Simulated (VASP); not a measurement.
Here is a VASP 6.6.1 calculation.

Contents of INCAR:

```
SYSTEM = GeBi3
PREC     = Accurate       ! precision mode
ENCUT    = 520            ! plane-wave cutoff, eV
EDIFF    = 1E-7           ! SCF threshold, eV
ISMEAR   = 0              ! smearing method
SIGMA    = 0.1            ! smearing width, eV
LREAL    = .False.        ! projectors in reciprocal space
LASPH    = .True.         ! aspherical terms in the spheres
NELM     = 80             ! most SCF steps
ALGO     = Normal         ! electronic algorithm
ISIF     = 2              ! what is computed and relaxed
LWAVE    = .False.        ! write WAVECAR
LCHARG   = .True.         ! write CHGCAR
GGA      = RP             ! functional
LELF     = .True.         ! ELF
LVHAR    = .True.       
NBANDS   = 38             ! bands
```

Contents of KPOINTS:

```
regular mesh
0
Gamma
  6 6 6
  0 0 0
```

The input POSCAR:

```
GeBi3
1.0
    0.0000000000      3.8668210000      3.8668210000
    3.8668210000      0.0000000000      3.8668210000
    3.8668210000      3.8668210000      0.0000000000
Bi Ge
3 1
Direct
    0.5000000000      0.5000000000      0.5000000000
    0.7500000000      0.7500000000      0.7500000000
    0.2500000000      0.2500000000      0.2500000000
    0.0000000000      0.0000000000      0.0000000000
```

Potentials or basis: VASP PAW PBE potentials, release 64 (Bi_d, Ge_d).

Run with:

```console
$ cat potpaw_PBE.64/Bi_d/POTCAR potpaw_PBE.64/Ge_d/POTCAR > POTCAR
$ mpirun -np 1 vasp_std > vasp.out
```

(1) Estimate the pressure.

(2) Predict the band gap on the k mesh.

Answers

(1) 2.4 GPa.

(2) zero (an odd number of electrons rules out a gap without spin polarisation).

Caveat: the PAW data sets were made with another functional, which shifts forces and pressure a little; spin-orbit coupling is left out, which moves the levels of the heavy elements.
